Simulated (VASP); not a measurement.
Al3Ni5, 8 atoms in the cell. Symmetry: Cmmm, No. 65, orthorhombic system. The conventional cell has a = 6.587 Å, b = 7.495 Å, c = 3.720 Å, α = 90.00°, β = 90.00°, γ = 90.00°. Al (site symmetry mmm) has 8 Ni at 2.37 to 2.49 Å and 4 Al at 2.80 Å within 3.1 Å. Within 3.4 Å of Al (site symmetry m2m) lie 10 Ni at 2.46 to 2.56 Å and 5 Al at 2.80 to 3.32 Å. Ni (site symmetry mmm) has 6 Al at 2.49 to 3.29 Å and 8 Ni at 2.49 to 2.60 Å within 3.3 Å. Ni (site symmetry 2/m) has 6 Al at 2.49 Å and 8 Ni at 2.49 to 3.29 Å within 3.3 Å. Within 3.1 Å of Ni (site symmetry 2mm) lie 6 Al at 2.37 to 2.56 Å and 7 Ni at 2.60 to 2.95 Å.  This cell differs from its parent crystal: strain +0.0150 x Voigt [0, 1, 0, 0, 0, 0].

- Program: VASP 6.6.1
- Task: single point
- Functional: PBEsol
- Potentials or basis: VASP PAW PBE potentials, release 64 (Al, Ni)
- Cutoff: 520 eV
- k mesh: 8 × 8 × 10
- Occupations: gaussian, width 0.15 eV
- Spin: no spin polarisation
- Dipole correction: no
- Further INCAR settings: ALGO = Fast; EDIFF = 1e-07; NBANDS = 40

Potentials or basis: VASP PAW PBE potentials, release 64 (Al, Ni).

Launch:

```sh
$ cat potpaw_PBE.64/Al/POTCAR potpaw_PBE.64/Ni/POTCAR > POTCAR
$ mpirun -np 1 vasp_std > vasp.out
```

Hardware: 1 thread of Intel(R) Xeon(R) 6975P-C (Granite Rapids), on a shared host.

Q: Estimate the wall time of this run.

A: Wall time 5.4 min on 1 thread of Intel(R) Xeon(R) 6975P-C (Granite Rapids), with other jobs on the host, peak memory 0.44 GiB. Counts: scf iterations 19, k points 126.
